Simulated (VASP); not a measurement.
Wanted: the native input for a VASP 6.6.1 run.

| Property | Result |
| --- | --- |
| Task | single point |
| Functional | r2SCAN |
| Potentials or basis | VASP PAW PBE potentials, release 64 (Zn, S) |
| Cutoff | 520 eV |
| k mesh | 8 × 8 × 8 |
| Occupations | gaussian, width 0.01 eV |
| Spin | no spin polarisation |
| Dipole correction | no |
| Further INCAR settings | ALGO = Normal; EDIFF = 1e-07; NBANDS = 16 |

ZnS:

```
CELL_PARAMETERS angstrom
2.71833 2.71833 0.00000
-2.71833 2.71833 0.00000
0.00000 2.71833 2.71833
ATOMIC_POSITIONS crystal
Zn 0.75000 0.25000 0.50000
S 0.00000 0.00000 0.00000
```

The input as run:

POSCAR

```
ZnS
1.0
    2.7183270877      2.7183270877      0.0000000000
   -2.7183270877      2.7183270877      0.0000000000
    0.0000000000      2.7183270877      2.7183270877
Zn S
1 1
Direct
    0.7500000000      0.2500000000      0.5000000000
    0.0000000000      0.0000000000      0.0000000000
```

INCAR.step1

```
SYSTEM = ZnS
PREC     = Accurate       ! precision mode
ENCUT    = 520            ! plane-wave cutoff, eV
ISMEAR   = 0              ! smearing method
SIGMA    = 0.01           ! smearing width, eV
LREAL    = .False.        ! projectors in reciprocal space
LASPH    = .True.         ! aspherical terms in the spheres
NELM     = 60             ! most SCF steps
NBANDS   = 16             ! bands
GGA      = PE             ! functional
ALGO     = Normal         ! electronic algorithm
EDIFF    = 1E-4           ! SCF threshold, eV
LWAVE    = .True.         ! write WAVECAR
LCHARG   = .False.        ! write CHGCAR
```

INCAR.step2

```
SYSTEM = ZnS
PREC     = Accurate       ! precision mode
ENCUT    = 520            ! plane-wave cutoff, eV
EDIFF    = 1E-7           ! SCF threshold, eV
ISMEAR   = 0              ! smearing method
SIGMA    = 0.01           ! smearing width, eV
LREAL    = .False.        ! projectors in reciprocal space
LASPH    = .True.         ! aspherical terms in the spheres
NELM     = 60             ! most SCF steps
ALGO     = Normal         ! electronic algorithm
ISIF     = 2              ! what is computed and relaxed
LWAVE    = .False.        ! write WAVECAR
LCHARG   = .True.         ! write CHGCAR
METAGGA  = R2SCAN         ! meta-GGA
LMIXTAU  = .True.       
LELF     = .True.         ! ELF
LVHAR    = .True.       
NBANDS   = 16             ! bands
ISTART   = 1
```

KPOINTS

```
regular mesh
0
Gamma
  8 8 8
  0 0 0
```

Potentials or basis: VASP PAW PBE potentials, release 64 (Zn, S).

Command:

```console
$ cat potpaw_PBE.64/Zn/POTCAR potpaw_PBE.64/S/POTCAR > POTCAR
$ cp INCAR.step1 INCAR
$ mpirun -np 1 vasp_std > vasp.out
$ cp INCAR.step2 INCAR
$ mpirun -np 1 vasp_std > vasp.out
```

It gave:

| Quantity | Value |
| --- | --- |
| Pressure | -1.9 GPa |
| Band gap on the k mesh | 2.59 eV |

Caveat: the PAW data sets were made with another functional, which shifts forces and pressure a little.

It took 3.5 min on 1 thread of Intel Xeon 8259CL (shared host), peak memory 0.18 GiB.
